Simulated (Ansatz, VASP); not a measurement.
# Two plane-wave programs on KTaO3

```
K Ta O
1.0
     4.02456    0.00000    0.00000
     0.00000    4.02456    0.00000
     0.00000    0.00000    4.02456
K Ta O
1 1 3
Direct
  0.50000 0.50000 0.50000
  0.00000 0.00000 0.00000
  0.50000 0.00000 0.00000
  0.00000 0.50000 0.00000
  0.00000 0.00000 0.50000
```

Alike in both runs: functional PBE; k mesh 8 × 8 × 8; occupations gaussian, width 0.02 eV; no spin polarisation.

Ansatz relaxed the structure, and its values are those at the end. VASP's run is a single point on that final structure, the one shown.

|  | VASP | Ansatz |
| --- | --- | --- |
| version | VASP 6.6.1 | Ansatz 0.2.0 |
| potentials or method | VASP PAW PBE potentials, release 64 (K_sv, Ta_pv, O), cutoff 520 eV | scalar-relativistic, plane waves, PAW |
| valence electrons in the cell | 38 | 40 |

|  | VASP | Ansatz | Ansatz less VASP |
| --- | --- | --- | --- |
| gap on the k mesh at the Fermi level (eV) | 2.12 | 2.16 | +0.045 |
| least direct gap on the mesh (eV) | 2.75 | 2.78 | +0.036 |
| pressure (GPa) | 0.6 | 0.0 | -0.58 |

VASP's potentials hold 38 valence electrons a cell and Ansatz's 40, so a difference there can come from the potentials and not from the codes.

Neither program's run includes spin-orbit coupling.
